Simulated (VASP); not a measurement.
A run of VASP 6.6.1 is set up as follows.

File INCAR:

```
SYSTEM = TaHO2
ALGO = Normal ; EDIFF = 1E-6
ENCUT = 700 ; GGA = PE
GGA_COMPAT = .False. ; ISIF = 2
ISMEAR = 0 ; LASPH = .True.
LCHARG = .False. ; LREAL = .False.
LWAVE = .False. ; NBANDS = 36
NELM = 120 ; PREC = Accurate
SIGMA = 0.1
```

File KPOINTS:

```
k-points
0
Gamma
  6 6 2
  0 0 0
```

File POSCAR:

```
TaHO2
1.0
    2.9208719374      0.0000000000      0.0000000000
   -1.4604359687      2.5295492990      0.0000000000
    0.0000000000      0.0000000000     10.4527899378
Ta H O
2 2 4
Direct
    0.6666666667      0.3333333333      0.7500000000
    0.3333333333      0.6666666667      0.2500000000
    0.0000000000      0.0000000000      0.0000000000
    0.0000000000      0.0000000000      0.5000000000
    0.3333333333      0.6666666667      0.8715486899
    0.3333333333      0.6666666667      0.6284513101
    0.6666666667      0.3333333333      0.3715486899
    0.6666666667      0.3333333333      0.1284513101
```

Potentials or basis: VASP PAW PBE potentials, release 64 (Ta_sv_GW, H, O).

Command:

```bash
$ cat potpaw_PBE.64/Ta_sv_GW/POTCAR potpaw_PBE.64/H/POTCAR potpaw_PBE.64/O/POTCAR > POTCAR
$ mpirun -np 1 vasp_std > vasp.out
```

**Question.** Predict the band gap on the k mesh.

**Answer.** Zero (bands 26 and 27 overlap by 1.13 eV).

**Question.** Predict the largest force.

**Answer.** 0.051 eV/Å.

**Question.** Predict the pressure.

**Answer.** 0.0 GPa.

Stress tensor (GPa, compression positive):
```
-0.02  0.00  0.00
 0.00 -0.02  0.00
 0.00  0.00  0.08
```

Caveat: the k points lie up to 0.41 Å⁻¹ apart, too coarse for converged energies and pressures of a metal; spin-orbit coupling is left out, which moves the levels of the heavy elements.
